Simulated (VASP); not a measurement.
Wanted: the native input for a VASP 6.6.1 run.

- Task: single point
- Functional: PBE
- Potentials or basis: VASP PAW PBE potentials, release 64 (Si, O)
- Cutoff: 520 eV
- k mesh: 5 × 7 × 6
- Occupations: fermi-dirac, width 0.03 eV
- Spin: no spin polarisation
- Dipole correction: no
- Further INCAR settings: ALGO = Normal; EDIFF = 1e-06; NBANDS = 25; ISYM = 0

The structure of SiO2 lies in POSCAR:

```
SiO2
1.0
   -2.3600000000      4.1800000000      2.5800000000
    2.3600000000     -4.1800000000      2.5800000000
    2.3600000000      4.1800000000     -2.5800000000
Si O
2 4
Direct
    0.7500000000      0.7500000000      0.0000000000
    0.2500000000      0.2500000000      0.0000000000
    0.8900000000      0.7910000000      0.6810000000
    0.3900000000      0.7090000000      0.0990000000
    0.6100000000      0.2910000000      0.9010000000
    0.1100000000      0.2090000000      0.3190000000
```

One way to write it, as run:

INCAR

```
PREC     = Accurate       # precision mode
ENCUT    = 520            # plane-wave cutoff, eV
EDIFF    = 1E-6           # SCF threshold, eV
ISMEAR   = -1             # smearing method
SIGMA    = 0.03           # smearing width, eV
LREAL    = F              # projectors in reciprocal space
LASPH    = T              # aspherical terms in the spheres
NELM     = 60             # most SCF steps
ALGO     = Normal         # electronic algorithm
ISIF     = 2              # what is computed and relaxed
LWAVE    = F              # write WAVECAR
LCHARG   = T              # write CHGCAR
GGA      = PE             # functional
LELF     = T              # ELF
LVHAR    = T            
NBANDS   = 25             # bands
ISYM     = 0
```

KPOINTS

```
regular mesh
0
Gamma
  5 7 6
```

Potentials or basis: VASP PAW PBE potentials, release 64 (Si, O).

Run with:

```sh
$ cat potpaw_PBE.64/Si/POTCAR potpaw_PBE.64/O/POTCAR > POTCAR
$ mpirun -np 1 vasp_std > vasp.out
```

It gave:

| Item | Value |
| --- | --- |
| Pressure | -25.2 GPa |
| Largest force | 4.628 eV/Å |
| Band gap on the k mesh | 2.76 eV, indirect (least direct gap 3.12 eV) |

Caveat: forces of over 1 eV/Å act on the atoms, so gaps and moduli don't describe the material at rest.

It took 3.9 min on 1 thread of Intel(R) Xeon(R) Platinum 8488C (Sapphire Rapids), on a shared host, peak memory 0.38 GiB.
